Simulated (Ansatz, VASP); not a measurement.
**SnO in VASP and in Ansatz**

```
Sn O
1.0
     3.82065    0.00001    0.00000
    -0.00001    3.82065    0.00000
     0.00000    0.00000   30.63443
Sn O
2 2
Direct
  0.99985 0.99985 0.46142
  0.49985 0.49985 0.53858
  0.99985 0.49985 0.50000
  0.49985 0.99985 0.50000
```

Alike in both runs: functional PBE; dispersion D3(BJ); k mesh 6 × 6 × 1; occupations gaussian, width 0.02 eV; no spin polarisation.

Ansatz relaxed the structure, and its values are those at the end. VASP's run is a single point on that final structure, the one shown.

|  | VASP | Ansatz |
| --- | --- | --- |
| version | VASP 6.6.1 | Ansatz 0.2.0 |
| potentials or method | VASP PAW PBE potentials, release 64 (Sn_d, O_h), cutoff 1000 eV | scalar-relativistic, plane waves, PAW |
| valence electrons in the cell | 40 | 40 |

VASP gave:

```
gap on the k mesh at the Fermi level (eV) : 3.09
least direct gap on the mesh (eV)         : 3.14
rms of the force components (eV/Å)        : 0.032
```

Task: Which values does Ansatz return?

Result: gap on the k mesh at the Fermi level (eV): 3.11; least direct gap on the mesh (eV): 3.17; rms of the force components (eV/Å): 0.000.

Ansatz's warnings: near symmetry operation missed by atoms, xc potential rough in thin density.
